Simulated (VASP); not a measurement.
# GaP (I-4m2) in VASP: a series of runs, part 2 of 2

VASP 6.6.1. The steps go on from the part before.

## 3. Single point, LDA (equal xx and yy strain of -2 %)

File INCAR:

```
PREC = Accurate
ENCUT = 520
EDIFF = 1E-7
ISMEAR = -1
SIGMA = 0.05
LREAL = False
LASPH = True
NELM = 100
ALGO = Normal
ISIF = 2
LWAVE = False
LCHARG = False
GGA = CA
NBANDS = 16
```

File KPOINTS:

```
regular mesh
0
Gamma
  10 10 10
```

File POSCAR:

```
GaP
1.0
    0.0000000000      2.6707450000      2.7252500000
    2.6707450000      0.0000000000      2.7252500000
    2.6707450000      2.6707450000      0.0000000000
Ga P
1 1
Direct
    0.0000000000      0.0000000000      0.0000000000
    0.7500000000      0.7500000000      0.7500000000
```

Potentials or basis: VASP PAW LDA potentials, release 64 (Ga_d, P).

Run with:

```
$ cat potpaw_LDA.64/Ga_d/POTCAR potpaw_LDA.64/P/POTCAR > POTCAR
$ mpirun -np 1 vasp_std > vasp.out
```

OUTCAR:

```text
PREC = Accurate
   ENCUT = 520
   EDIFF = 1E-7
   ISMEAR = -1
   LREAL = False
   LASPH = True
   NELM = 100
   ISIF = 2
   GGA = CA

 ion  position               nearest neighbor table
   1  0.000  0.000  0.000-   2 2.33   2 2.33   2 2.33   2 2.33
   2  0.750  0.750  0.750-   1 2.33   1 2.33   1 2.33   1 2.33

  LATTYP: Found a body centered tetragonal cell.
 ALAT       =     3.7770038006
 C/A-ratio  =     1.4430750636

  Lattice vectors:

 A1 = (  -2.6707450000,   0.0000000000,   2.7252500000)
 A2 = (   2.6707450000,   0.0000000000,   2.7252500000)
 A3 = (   0.0000000000,   2.6707450000,  -2.7252500000)

Analysis of symmetry for initial positions (statically):
=====================================================================
 Subroutine PRICEL returns:
 Original cell was already a primitive cell.

 Routine SETGRP: Setting up the symmetry group for a
 body centered tetragonal supercell.

 Subroutine GETGRP returns: Found  8 space group operations
 (whereof  8 operations were pure point group operations)
 out of a pool of 16 trial point group operations.

The static configuration has the point symmetry D_2d.

[... 159 lines left out ...]
 E-fermi :   5.5969     XC(G=0): -10.3459

 val. band max:        4.9698947478   @ k =   0.0000   0.0000   0.0000
 cond. band min:       6.2567268652   @ k =   0.4000   0.0000   0.4000
 fundamental gap:      1.2868321174
 Fermi energy:         5.5968888033

 k-point     1 :       0.0000    0.0000    0.0000
  band No.  band energies     occupation
      1      -9.8548      2.00000
      2      -9.8489      2.00000
      3      -9.8489      2.00000
      4      -9.7410      2.00000
      5      -9.7394      2.00000
      6      -7.8900      2.00000
[... 433 lines left out ...]
      3      -9.7940      2.00000
      4      -9.7658      2.00000
      5      -9.7239      2.00000
      6      -5.8335      2.00000
[... 8 lines left out ...]
     15      16.8892      0.00000
     16      18.7584      0.00000

 [... further k-points ...]

------------------------ aborting loop because EDIFF is reached ----------------------------------------

  FORCE on cell =-STRESS in cart. coord.  units (eV):
  Direction    XX          YY          ZZ          XY          YZ          ZX
  --------------------------------------------------------------------------------------
  -------------------------------------------------------------------------------------
  Total        0.3301636      0.3301636     -0.0685745      0.0000000      0.0000000      0.0000000
  in kB       13.6062563     13.6062563     -2.8260005      0.0000000      0.0000000      0.0000000
  external PRESSURE =       8.1288374 kB  Pullay stress =       0.0000000 kB

 VOLUME and BASIS-vectors are now :
 -----------------------------------------------------------------------------
  energy-cutoff  :      520.00
  volume of cell :       38.88
      direct lattice vectors                 reciprocal lattice vectors
     0.000000000  2.670745000  2.725250000    -0.187213680  0.187213680  0.183469406
     2.670745000  0.000000000  2.725250000     0.187213680 -0.187213680  0.183469406
     2.670745000  2.670745000  0.000000000     0.187213680  0.187213680 -0.183469406

 POSITION                                       TOTAL-FORCE (eV/Angst)
 -----------------------------------------------------------------------------------
      0.00000      0.00000      0.00000         0.000000     -0.000000     -0.000000
      4.00612      4.00612      4.08788         0.000000      0.000000      0.000000
 -----------------------------------------------------------------------------------
    total drift:                               -0.000000     -0.000000     -0.000000

  FREE ENERGIE OF THE ION-ELECTRON SYSTEM (eV)
  ---------------------------------------------------
  free  energy   TOTEN  =       -10.4495338268 eV

  energy  without entropy=      -10.4495337989  energy(sigma->0) =      -10.44953381
```

stdout:

```text
POSCAR found type information on POSCAR GaP
 POSCAR found :  2 types and       2 ions
 scaLAPACK will be used
 LDA part: xc-table for (Slater(with rela. corr.)+CA(PZ))
 , standard interpolation
 POSCAR, INCAR and KPOINTS ok, starting setup
 FFT: planning ... GRIDC
 FFT: planning ... GRID_SOFT
 FFT: planning ... GRID
 WAVECAR not read
 entering main loop
```

Run time: 87 s. Hardware: 1 thread of Intel Xeon 8259CL, shared host; peak memory 0.18 GiB.

What came out:

* Free energy: -10.4495 eV
* Pressure: 0.8 GPa
* Band gap on the k mesh: 1.29 eV (least direct gap 1.93 eV)

Caveat: the cell differs from its parent crystal (equal xx and yy strain of -2 %). A k mesh can miss the band edges.

## 4. Single point, LDA (equal xx and yy strain of -1 %)

File INCAR:

```
  PREC = Accurate
  ENCUT = 520
  EDIFF = 1E-6
  ISMEAR = -1
  SIGMA = 0.05
  LREAL = F
  LASPH = T
  NELM = 100
  ALGO = Normal
  ISIF = 2
  LWAVE = F
  LCHARG = T
  GGA = CA
  LELF = T
  LVHAR = T
  NBANDS = 16
```

File KPOINTS:

```
Automatic mesh
0
Gamma
  10 10 10
```

File POSCAR:

```
GaP
1.0
    0.0000000000      2.6979975000      2.7252500000
    2.6979975000      0.0000000000      2.7252500000
    2.6979975000      2.6979975000      0.0000000000
Ga P
1 1
Direct
    0.0000000000      0.0000000000      0.0000000000
    0.7500000000      0.7500000000      0.7500000000
```

Run with:

```
$ cat potpaw_LDA.64/Ga_d/POTCAR potpaw_LDA.64/P/POTCAR > POTCAR
$ mpirun -np 1 vasp_std > vasp.out
```

Wall time 1.8 min (1 thread of Intel Xeon 8259CL, shared host); peak memory 0.19 GiB.

It converged, with:

```yaml
Free_energy: -10.4511 eV
Pressure: -1.0 GPa
Band_gap_on_the_k_mesh: 1.37 eV (least direct gap 1.78 eV)
```

Stress tensor (GPa, compression positive):
```
-0.77  0.00  0.00
 0.00 -0.77  0.00
 0.00  0.00 -1.57
```

Levels at points of the mesh, in eV from the valence-band top:
```tsv
k point	band 6	band 7	band 8	band 9	band 10	band 11	band 12	band 13
(0.00, 0.00, 0.00)	-12.68	-0.06	0.00	0.00	1.78	3.76	3.76	3.78
(0.50, 0.00, 0.00)	-10.53	-6.84	-1.22	-1.14	1.56	4.57	4.65	8.07
(0.50, 0.50, 0.00)	-9.62	-7.00	-2.75	-2.75	1.49	1.71	10.59	10.59
(0.50, 0.00, 0.50)	-9.57	-6.93	-2.82	-2.82	1.41	1.61	10.58	10.58
```

Caveat: the cell differs from its parent crystal (equal xx and yy strain of -1 %). A k mesh can miss the band edges.

## 5. Single point, LDA (equal xx and yy strain of +1 %)

File INCAR:

```
  PREC = Accurate
  ENCUT = 520
  EDIFF = 1E-6
  ISMEAR = -1
  SIGMA = 0.05
  LREAL = False
  LASPH = True
  NELM = 60
  ALGO = Normal
  ISIF = 2
  LWAVE = False
  LCHARG = False
  NBANDS = 16
```

KPOINTS is that of step 4.

File POSCAR:

```
GaP
1.0
    0.0000000000      2.7525025000      2.7252500000
    2.7525025000      0.0000000000      2.7252500000
    2.7525025000      2.7525025000      0.0000000000
Ga P
1 1
Direct
    0.0000000000      0.0000000000      0.0000000000
    0.7500000000      0.7500000000      0.7500000000
```

Run with:

```
$ cat potpaw_LDA.64/Ga_d/POTCAR potpaw_LDA.64/P/POTCAR > POTCAR
$ mpirun -np 1 vasp_std > vasp.out
```

Run time: 1.7 min. Hardware: 1 thread of Intel Xeon 8259CL, shared host; peak memory 0.2 GiB.

The run converged. Its results:

```
Free energy            : -10.4248 eV
Pressure               : -4.2 GPa
Band gap on the k mesh : 1.39 eV (least direct gap 1.44 eV)
```

Stress tensor (GPa, compression positive):
```
-4.40  0.00  0.00
 0.00 -4.40  0.00
 0.00  0.00 -3.65
```

Levels at points of the mesh, in eV from the valence-band top:
| k point | band 5 | band 6 | band 7 | band 8 | band 9 | band 10 | band 11 | band 12 | band 13 | band 14 |
| --- | --- | --- | --- | --- | --- | --- | --- | --- | --- | --- |
| (0.00, 0.00, 0.00) | -14.61 | -12.40 | -0.05 | -0.05 | 0.00 | 1.44 | 3.75 | 3.77 | 3.77 | 8.37 |
| (0.50, 0.00, 0.00) | -14.61 | -10.38 | -6.63 | -1.18 | -1.10 | 1.42 | 4.56 | 4.64 | 7.97 | 10.46 |
| (0.50, 0.50, 0.00) | -14.59 | -9.46 | -6.74 | -2.72 | -2.72 | 1.46 | 1.60 | 10.26 | 10.26 | 10.80 |
| (0.50, 0.00, 0.50) | -14.59 | -9.50 | -6.80 | -2.66 | -2.65 | 1.52 | 1.70 | 10.26 | 10.27 | 10.72 |

Caveat: the cell differs from its parent crystal (equal xx and yy strain of +1 %); the cell stands under tension.

## 6. Summary

| cell | gap on the mesh (eV) | pressure (GPa) |
| --- | --- | --- |
| a = 3.797, b = 3.797, c = 3.738 Å, angles 60.5, 60.5, 59.0°, 2 atoms | 1.20 | 2.8 |
| a = 3.816, b = 3.816, c = 3.777 Å, angles 60.3, 60.3, 59.3°, 2 atoms | 1.29 | 0.8 |
| a = 3.835, b = 3.835, c = 3.816 Å, angles 60.2, 60.2, 59.7°, 2 atoms | 1.37 | -1.0 |
| a = 3.873, b = 3.873, c = 3.893 Å, angles 59.8, 59.8, 60.3°, 2 atoms | 1.39 | -4.2 |

Alike in all rows: task single point; level LDA; potentials or basis VASP PAW LDA potentials, release 64 (Ga_d, P); no spin polarisation; k mesh 10 × 10 × 10; cutoff (eV) 520; smearing fermi-dirac 0.05 eV.

Caveats: the cell stands under tension (at least some runs).

Absolute energies hang on the potentials; compare differences alone.
